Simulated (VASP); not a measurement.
# MgO (P-6m2) in VASP: further runs

The runs below take MgO through single point, with PBE.

Program: VASP 6.6.1. These are calculated values, not measurements. Logs are shortened: lines on timing, memory, paths and dates and some standing lists are left out, and cuts for length are marked.

### Step 1. The cell of the first run

The structure is hexagonal, space group P-6m2 (No. 187). The conventional cell has a = 2.938 Å, b = 2.938 Å, c = 2.599 Å, α = 90.00°, β = 90.00°, γ = 120.00°. Mg (site symmetry -6m2) has 6 O at 2.14 Å and 2 Mg at 2.60 Å within 2.8 Å. O (site symmetry -6m2) has 6 Mg at 2.14 Å and 2 O at 2.60 Å within 2.8 Å.

### Step 2. Single point, PBE (strain +0.000 along x and y, -0.030 along z)

Contents of INCAR:

```
ALGO = Normal
EDIFF = 1E-6
ENCUT = 520
GGA = PE
ISIF = 2
ISMEAR = 0
LASPH = T
LCHARG = F
LREAL = F
LWAVE = F
NBANDS = 11
NELM = 100
PREC = Accurate
SIGMA = 0.05
```

Contents of KPOINTS:

```
k-points
0
Gamma
  9 9 8
```

Contents of POSCAR:

```
MgO
1.0
    2.9380209034      0.0000000000      0.0000000000
   -1.4690104517      2.5444007392      0.0000000000
    0.0000000000      0.0000000000      2.5992896000
Mg O
1 1
Direct
    0.0000000000      0.0000000000      0.0000000000
    0.3333333333      0.6666666667      0.5000000000
```

Potentials or basis: VASP PAW PBE potentials, release 64 (Mg, O).

On the command line:

```console
> cat potpaw_PBE.64/Mg/POTCAR potpaw_PBE.64/O/POTCAR > POTCAR
> mpirun -np 1 vasp_std > vasp.out
```

OUTCAR:

```text
EDIFF = 1E-6
   ENCUT = 520
   GGA = PE
   ISIF = 2
   ISMEAR = 0
   LASPH = T
   LREAL = F
   NELM = 100
   PREC = Accurate

 ion  position               nearest neighbor table
   1  0.000  0.000  0.000-   2 2.14   2 2.14   2 2.14   2 2.14   2 2.14   2 2.14
   2  0.333  0.667  0.500-   1 2.14   1 2.14   1 2.14   1 2.14   1 2.14   1 2.14

  LATTYP: Found a hexagonal cell.
 ALAT       =     2.9380209034
 C/A-ratio  =     0.8847076605

  Lattice vectors:

 A1 = (   2.9380209034,   0.0000000000,   0.0000000000)
 A2 = (  -1.4690104517,   2.5444007392,   0.0000000000)
 A3 = (   0.0000000000,   0.0000000000,   2.5992896000)

Analysis of symmetry for initial positions (statically):
=====================================================================
 Subroutine PRICEL returns:
 Original cell was already a primitive cell.

 Routine SETGRP: Setting up the symmetry group for a
 hexagonal supercell.

 Subroutine GETGRP returns: Found 12 space group operations
 (whereof 12 operations were pure point group operations)
 out of a pool of 24 trial point group operations.

The static configuration has the point symmetry D_3h.

Analysis of symmetry for dynamics (positions and initial velocities):
=====================================================================
 Subroutine PRICEL returns:
 Original cell was already a primitive cell.

 Routine SETGRP: Setting up the symmetry group for a
 hexagonal supercell.

 Subroutine GETGRP returns: Found 12 space group operations
 (whereof 12 operations were pure point group operations)
 out of a pool of 24 trial point group operations.

The dynamic configuration has the point symmetry D_3h.

 Subroutine INISYM returns: Found 12 space group operations
 (whereof 12 operations are pure point group operations),
 and found     1 'primitive' translations

----------------------------------------------------------------------------------------

                                     Primitive cell

  volume of cell :      19.4310

  direct lattice vectors                    reciprocal lattice vectors
     2.938020903  0.000000000  0.000000000     0.340365175  0.196509926  0.000000000
    -1.469010452  2.544400739  0.000000000     0.000000000  0.393019851  0.000000000
     0.000000000  0.000000000  2.599289600     0.000000000  0.000000000  0.384720502

  length of vectors
     2.938020903  2.938020903  2.599289600     0.393019851  0.393019851  0.384720502

  position of ions in fractional coordinates (direct lattice)
     0.000000000  0.000000000  0.000000000
     0.333333333  0.666666667  0.500000000

  ion indices of the primitive-cell ions
   primitive index   ion index
                 1           1
                 2           2

----------------------------------------------------------------------------------------

 KPOINTS: k-points

Automatic generation of k-mesh.
 Grid dimensions read from file:
 generate k-points for:    9    9    8

 Generating k-lattice:

  Cartesian coordinates                     Fractional coordinates (reciprocal lattice)
     0.037818353  0.021834436  0.000000000     0.111111111  0.000000000  0.000000000
     0.000000000  0.043668872  0.000000000     0.000000000  0.111111111  0.000000000
     0.000000000  0.000000000  0.048090063     0.000000000  0.000000000  0.125000000

  Length of vectors
     0.043668872  0.043668872  0.048090063

  Shift w.r.t. Gamma in fractional coordinates (k-lattice)
     0.000000000  0.000000000  0.000000000

 Subroutine IBZKPT returns following result:
 ===========================================

 Found     60 irreducible k-points:

 Following reciprocal coordinates:
            Coordinates               Weight
  0.000000  0.000000  0.000000      1.000000
  0.111111  0.000000  0.000000      6.000000
  0.222222 -0.000000  0.000000      6.000000
  0.333333  0.000000  0.000000      6.000000
  0.444444 -0.000000  0.000000      6.000000
  0.111111  0.111111  0.000000      6.000000
[... 16 lines left out ...]
  0.333333  0.222222  0.125000     24.000000
  0.333333  0.333333  0.125000      4.000000
 [... further k-points ...]
   k-points           NKPTS =     60   k-points in BZ     NKDIM =     60   number of bands    NBANDS=     11
   number of dos      NEDOS =    301   number of ions     NIONS =      2
   total plane-waves  NPLWV =  11520
   dimension x,y,z NGX =    24 NGY =   24 NGZ =   20
   dimension x,y,z NGXF=    48 NGYF=   48 NGZF=   40
   ions per type =               1   1
   NGX,Y,Z   is equivalent  to a cutoff of  13.58, 13.58, 12.79 a.u.
   NGXF,Y,Z  is equivalent  to a cutoff of  27.16, 27.16, 25.58 a.u.
 SYSTEM =  unknown system
   PREC   = accura    normal or accurate (medium, high low for compatibility)
   ISTART =      0    job   : 0-new  1-cont  2-samecut
   ICHARG =      2    charge: 1-file 2-atom 10-const
   ISPIN  =      1    spin polarized calculation?
   LNONCOLLINEAR =      F non collinear calculations
   LSORBIT =      F    spin-orbit coupling
   LASPH  =      T    aspherical Exc in radial PAW
   ENCUT  =  520.0 eV  38.22 Ry    6.18 a.u.   5.46  5.46  4.83*2*pi/ulx,y,z
   NELM   =    100;   NELMIN=  2; NELMDL= -5     # of ELM steps
   EDIFF  = 0.1E-05   stopping-criterion for ELM
   LREAL  =      F    real-space projection
   EDIFFG = 0.1E-04   stopping-criterion for IOM
   NSW    =      0    number of steps for IOM
   IBRION =     -1    ionic relax: 0-MD 1-quasi-New 2-CG
   NFREE  =      0    steps in history (QN), initial steepest desc. (CG)
   ISIF   =      2    stress and relaxation
   ISYM   =      2    0-nonsym 1-usesym 2-fastsym
   POTIM  = 0.5000    time-step for ionic-motion
   TEBEG  =    0.0;   TEEND  =   0.0 temperature during run
   PSTRESS=    0.0 pullay stress
   NELECT =       8.0000    total number of electrons
   NUPDOWN=      -1.0000    fix difference up-down
   EMIN   =  10.00;   EMAX   =-10.00  energy-range for DOS
   EFERMI =   0.00;   METHOD = LEGACY
   ISMEAR =     0;   SIGMA  =   0.05  broadening in eV -4-tet -1-fermi 0-gaus
   EFERMI_NEDOS =   21; number of points for ismear=-14 and -15
   IALGO  =     38    algorithm
   IMIX   =      4    mixing-type and parameters
     AMIX     =   0.40;   BMIX     =  1.00
     AMIX_MAG =   1.60;   BMIX_MAG =  1.00
  volume/ion in A,a.u.               =       9.72        65.56
  Fermi-wavevector in a.u.,A,eV,Ry     =   1.217886  2.301470 20.180776  1.483245
  Thomas-Fermi vector in A             =   2.353191
   LORBIT       =      0    0 simple, 1 ext, 2 COOP (PROOUT), +10 PAW based schemes
   GGA     = PE    functional components
   LHFCALC =     F    Hartree Fock is set to
   AEXX    =    0.0000 exact exchange contribution
   IVDW    =     0    specifies the selected vdW correction
   LEPSILON=     F    determine dielectric tensor
   LRPA    =     F    only Hartree local field effects (RPA)
 non-spin polarized calculation
 Gauss-broadening in eV      SIGMA  =   0.05
  energy-cutoff  :      520.00
  volume of cell :       19.43
 maximum number of plane-waves:       549
 NGX is ok and might be reduce to    24
   NGX = 11   NGY = 11   NGZ =  9

 number of electron       8.0000000 magnetization

 Free energy of the ion-electron system (eV)
  ---------------------------------------------------
  ext. energy  EPLUGINS =         0.00000000
  ---------------------------------------------------
  free energy    TOTEN  =       -11.20043238 eV

  energy without entropy =      -11.20043238  energy(sigma->0) =      -11.20043238

 E-fermi :   4.1070     XC(G=0): -10.8646

 val. band max:        3.7700367974   @ k =   0.3333   0.3333   0.0000
 cond. band min:       6.7987153398   @ k =   0.0000   0.0000   0.0000
 fundamental gap:      3.0286785424
 Fermi energy:         4.1070409958

 k-point     1 :       0.0000    0.0000    0.0000
  band No.  band energies     occupation
      1     -14.0742      2.00000
      2       2.7510      2.00000
      3       2.7510      2.00000
      4       3.4187      2.00000
      5       6.7987      0.00000
      6      15.6947      0.00000
      7      18.9258      0.00000
      8      18.9258      0.00000
      9      23.4896      0.00000
     10      25.5517      0.00000
     11      26.5360      0.00000

 k-point     2 :       0.1111    0.0000    0.0000
  band No.  band energies     occupation
      1     -13.9658      2.00000
      2       1.9716      2.00000
      3       2.6599      2.00000
      4       3.4531      2.00000
      5       7.5573      0.00000
      6      15.5346      0.00000
      7      18.0950      0.00000
      8      19.2712      0.00000
      9      24.7728      0.00000
     10      25.3340      0.00000
     11      26.7139      0.00000

 k-point     3 :       0.2222   -0.0000    0.0000
  band No.  band energies     occupation
      1     -13.6773      2.00000
      2       0.5521      2.00000
      3       2.4397      2.00000
      4       3.5420      2.00000
      5       8.8886      0.00000
      6      14.6910      0.00000
      7      17.7878      0.00000
      8      20.1251      0.00000
      9      24.7419      0.00000
     10      24.8500      0.00000
     11      27.3755      0.00000

 k-point     4 :       0.3333    0.0000    0.0000
  band No.  band energies     occupation
      1     -13.3193      2.00000
      2      -0.7081      2.00000
      3       2.2050      2.00000
      4       3.6469      2.00000
      5       9.8740      0.00000
      6      14.0697      0.00000
      7      17.7600      0.00000
      8      21.0171      0.00000
      9      24.0226      0.00000
     10      24.9602      0.00000
     11      28.8506      0.00000
[... 239 lines left out ...]
 k-point    22 :       0.2222    0.2222    0.1250
  band No.  band energies     occupation
      1     -13.0352      2.00000
      2      -0.5418      2.00000
      3       1.3782      2.00000
      4       2.9428      2.00000
      5      11.1065      0.00000
      6      14.1993      0.00000
      7      18.0212      0.00000
      8      19.9192      0.00000
      9      22.8869      0.00000
     10      24.4048      0.00000
     11      28.8599      0.00000

 k-point    23 :       0.3333    0.2222    0.1250
  band No.  band energies     occupation
      1     -12.8460      2.00000
      2      -0.7720      2.00000
      3       0.7976      2.00000
      4       3.0442      2.00000
      5      11.6073      0.00000
      6      14.4856      0.00000
      7      17.2500      0.00000
      8      20.7550      0.00000
      9      22.0226      0.00000
     10      25.1068      0.00000
     11      28.7898      0.00000

 k-point    24 :       0.3333    0.3333    0.1250
  band No.  band energies     occupation
      1     -12.7811      2.00000
      2      -0.1709      2.00000
      3      -0.1698      2.00000
      4       3.0797      2.00000
      5      11.9588      0.00000
      6      14.9516      0.00000
      7      16.5963      0.00000
      8      21.1862      0.00000
      9      21.8259      0.00000
     10      24.9311      0.00000
     11      28.5807      0.00000

 [... further k-points ...]

------------------------ aborting loop because EDIFF is reached ----------------------------------------

  FORCE on cell =-STRESS in cart. coord.  units (eV):
  Direction    XX          YY          ZZ          XY          YZ          ZX
  --------------------------------------------------------------------------------------
  -------------------------------------------------------------------------------------
  Total       -0.1674745     -0.1674745      2.0308506      0.0000000     -0.0000000     -0.0000000
  in kB      -13.8090662    -13.8090662    167.4532164      0.0000000     -0.0000000     -0.0000000
  external PRESSURE =      46.6116946 kB  Pullay stress =       0.0000000 kB

 VOLUME and BASIS-vectors are now :
 -----------------------------------------------------------------------------
  energy-cutoff  :      520.00
  volume of cell :       19.43
      direct lattice vectors                 reciprocal lattice vectors
     2.938020903  0.000000000  0.000000000     0.340365175  0.196509926  0.000000000
    -1.469010452  2.544400739  0.000000000     0.000000000  0.393019851  0.000000000
     0.000000000  0.000000000  2.599289600     0.000000000  0.000000000  0.384720502

 POSITION                                       TOTAL-FORCE (eV/Angst)
 -----------------------------------------------------------------------------------
      0.00000      0.00000      0.00000         0.000000     -0.000000      0.000000
     -0.00000      1.69627      1.29964        -0.000000      0.000000      0.000000
 -----------------------------------------------------------------------------------
    total drift:                                0.000000     -0.000000     -0.000000

  FREE ENERGIE OF THE ION-ELECTRON SYSTEM (eV)
  ---------------------------------------------------
  free  energy   TOTEN  =       -11.2004323773 eV

  energy  without entropy=      -11.2004323773  energy(sigma->0) =      -11.20043238
```

Wall time 28 s (1 thread of AMD EPYC 7R13, shared host); peak memory 0.11 GiB.

Results:

| Property | Result |
| --- | --- |
| Free energy | -11.2004 eV |
| Pressure | 4.7 GPa |
| Band gap on the k mesh | 3.03 eV, indirect (least direct gap 3.38 eV) |

Stress tensor (GPa, compression positive):
```
-1.38  0.00  0.00
 0.00 -1.38  0.00
 0.00  0.00 16.75
```

Caveat: the cell differs from its parent crystal (strain +0.000 along x and y, -0.030 along z).

### Step 3. Single point, PBE (strain -0.030 along x and y, +0.015 along z)

Contents of INCAR:

```
ALGO = Normal
EDIFF = 1E-7
ENCUT = 520
GGA = PE
ISIF = 2
ISMEAR = 0
LASPH = True
LCHARG = True
LELF = True
LREAL = False
LVHAR = True
LWAVE = False
NBANDS = 11
NELM = 100
PREC = Accurate
SIGMA = 0.05
```

KPOINTS is that of step 2.

Contents of POSCAR:

```
MgO
1.0
    2.8498802763      0.0000000000      0.0000000000
   -1.4249401382      2.4680687170      0.0000000000
    0.0000000000      0.0000000000      2.7198752000
Mg O
1 1
Direct
    0.0000000000      0.0000000000      0.0000000000
    0.3333333333      0.6666666667      0.5000000000
```

Potentials or basis: VASP PAW PBE potentials, release 64 (Mg, O).

On the command line:

```console
> cat potpaw_PBE.64/Mg/POTCAR potpaw_PBE.64/O/POTCAR > POTCAR
> mpirun -np 1 vasp_std > vasp.out
```

Run time: 27 s. Hardware: 1 thread of AMD EPYC 7R13, shared host; peak memory 0.11 GiB.

It converged, with:

* Free energy: -11.1736 eV
* Pressure: 5.4 GPa
* Band gap on the k mesh: 3.14 eV, indirect (least direct gap 3.58 eV)

Stress tensor (GPa, compression positive):
```
 13.39   0.00   0.00
  0.00  13.39   0.00
  0.00   0.00 -10.71
```

Levels at points of the mesh, in eV from the valence-band top:
```
           k point  band 1  band 2  band 3  band 4  band 5  band 6  band 7  band 8
(0.00, 0.00, 0.00)  -17.71   -0.88   -0.44   -0.44    3.14   11.77   16.54   16.54
(0.00, 0.00, 0.50)  -16.67   -5.77    0.00    0.00    8.91    8.99   17.98   17.98
```

Caveat: the cell differs from its parent crystal (strain -0.030 along x and y, +0.015 along z).

### Step 4. Single point, PBE (strain -0.015 along x and y, +0.000 along z)

Contents of INCAR:

```
SYSTEM = MgO
  PREC = Accurate
  ENCUT = 520
  EDIFF = 1E-7
  ISMEAR = 0
  SIGMA = 0.05
  LREAL = .False.
  LASPH = .True.
  NELM = 100
  ALGO = Normal
  ISIF = 2
  LWAVE = .False.
  LCHARG = .False.
  GGA = PE
  NBANDS = 11
```

Contents of KPOINTS:

```
Automatic mesh
0
Gamma
  9 9 8
  0 0 0
```

Contents of POSCAR:

```
MgO
1.0
    2.8939505899      0.0000000000      0.0000000000
   -1.4469752949      2.5062347281      0.0000000000
    0.0000000000      0.0000000000      2.6796800000
Mg O
1 1
Direct
    0.0000000000      0.0000000000      0.0000000000
    0.3333333333      0.6666666667      0.5000000000
```

On the command line:

```console
> cat potpaw_PBE.64/Mg/POTCAR potpaw_PBE.64/O/POTCAR > POTCAR
> mpirun -np 1 vasp_std > vasp.out
```

It took 29 s on 1 thread of AMD EPYC 7R13, shared host; peak memory 0.11 GiB.

The run converged. Its results:

- Free energy: -11.2202 eV
- Pressure: 3.4 GPa
- Band gap on the k mesh: 3.24 eV, indirect (least direct gap 3.74 eV)

Stress tensor (GPa, compression positive):
```
 5.87  0.00  0.00
 0.00  5.87  0.00
 0.00  0.00 -1.50
```

Levels at points of the mesh, in eV from the valence-band top:
```csv
k point,band 1,band 2,band 3,band 4,band 5,band 6,band 7,band 8,band 9
"(0.00, 0.00, 0.00)",-17.53,-0.50,-0.49,-0.49,3.24,11.95,16.08,16.08,20.34
"(0.00, 0.00, 0.50)",-16.44,-5.49,0.00,0.00,8.69,9.20,17.87,17.87,18.96
```

Caveat: the cell differs from its parent crystal (strain -0.015 along x and y, +0.000 along z).

### Step 5. The runs side by side

```csv
cell,gap on the mesh (eV),pressure (GPa)
"a = 2.938, b = 2.938, c = 2.599 Å, angles 90.0, 90.0, 120.0°, 2 atoms",3.03,4.7
"a = 2.850, b = 2.850, c = 2.720 Å, angles 90.0, 90.0, 120.0°, 2 atoms",3.14,5.4
"a = 2.894, b = 2.894, c = 2.680 Å, angles 90.0, 90.0, 120.0°, 2 atoms",3.24,3.4
```

Alike in all rows: task single point; level PBE; potentials or basis VASP PAW PBE potentials, release 64 (Mg, O); no spin polarisation; k mesh 9 × 9 × 8; cutoff (eV) 520; smearing gaussian 0.05 eV.

Total energies depend on the potentials used, so only differences within one code and one set of settings carry meaning.
